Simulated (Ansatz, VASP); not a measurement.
## One calculation of Mn, two programs

The input POSCAR:

```
Mn
1.0
    3.8753131378      0.0000000000      0.0000000000
   -1.9376565689      3.3561196250      0.0000000000
    0.0000000000      0.0000000000      2.4190879423
Mn
3
Direct
    0.0000000000      0.0000000000      0.0000000000
    0.3333333333      0.6666666667      0.5000000000
    0.6666666667      0.3333333333      0.5000000000
```

Contents of INCAR.step1:

```
SYSTEM = Mn
  PREC = Accurate
  ENCUT = 520
  ISMEAR = -1
  SIGMA = 0.1
  LREAL = .FALSE.
  LASPH = .TRUE.
  NELM = 60
  NBANDS = 26
  GGA = PE
  ALGO = Normal
  EDIFF = 1E-4
  LWAVE = .TRUE.
  LCHARG = .FALSE.
```

File INCAR.step2:

```
SYSTEM = Mn
  PREC = Accurate
  ENCUT = 520
  EDIFF = 1E-7
  ISMEAR = -1
  SIGMA = 0.1
  LREAL = .FALSE.
  LASPH = .TRUE.
  NELM = 60
  ALGO = Normal
  ISIF = 2
  LWAVE = .FALSE.
  LCHARG = .FALSE.
  METAGGA = R2SCAN
  LMIXTAU = .TRUE.
  NBANDS = 26
  ISTART = 1
```

Contents of KPOINTS:

```
Automatic mesh
0
G
  11 11 15
  0 0 0
```

Input for Ansatz:

```yaml
crystal:
  lattice:
    - [3.8753131378, 0.0, 0.0]
    - [-1.9376565689, 3.356119625, 0.0]
    - [0.0, 0.0, 2.4190879423]
  atoms:
    - { symbol: Mn, position: [0.0, 0.0, 0.0] }
    - { symbol: Mn, position: [0.3333333333, 0.6666666667, 0.5] }
    - { symbol: Mn, position: [0.6666666667, 0.3333333333, 0.5] }
hamiltonian:
  xc: r2scan
  pseudopotentials:
    kind: paw
    azcp:
      Mn: "pseudopotentials/Mn.paw.azcp"
basis:
  ecutwfc: 500
  fft_grid_basis: typed
kpoints:
  mp_grid: { grid: [11, 11, 15], shift: [0, 0, 0] }
magnetization:
  spin_polarized: false
scf:
  occupations: { method: fermi_dirac, width: 0.1 }
  lower_state_search: "off"
output:
  stress: true
```

Alike in both runs: task single point; functional r2SCAN; k mesh 11 × 11 × 15; occupations fermi-dirac, width 0.1 eV; no spin polarisation.

|  | VASP | Ansatz |
| --- | --- | --- |
| version | VASP 6.6.1 | Ansatz 0.2.0 |
| potentials or method | VASP PAW PBE potentials, release 64 (Mn_pv), cutoff 520 eV | plane waves (500 eV) with PAW, scalar-relativistic |
| valence electrons in the cell | 39 | 45 |

Ansatz gave:

```
pressure (GPa)                                                : -0.1
traceless stress, the component that is largest in VASP (GPa) : 0.44
```

Question: Which values does VASP return?

Answer: Pressure (GPa): 0.3; traceless stress, the component that is largest in VASP (GPa): 0.37.

VASP's potentials were made for PBE, not for r2SCAN. The functional is the same, so the differences come from potentials, cutoffs and numerics. VASP's potentials hold 39 valence electrons a cell and Ansatz's 45, so a difference there can come from the potentials and not from the codes.
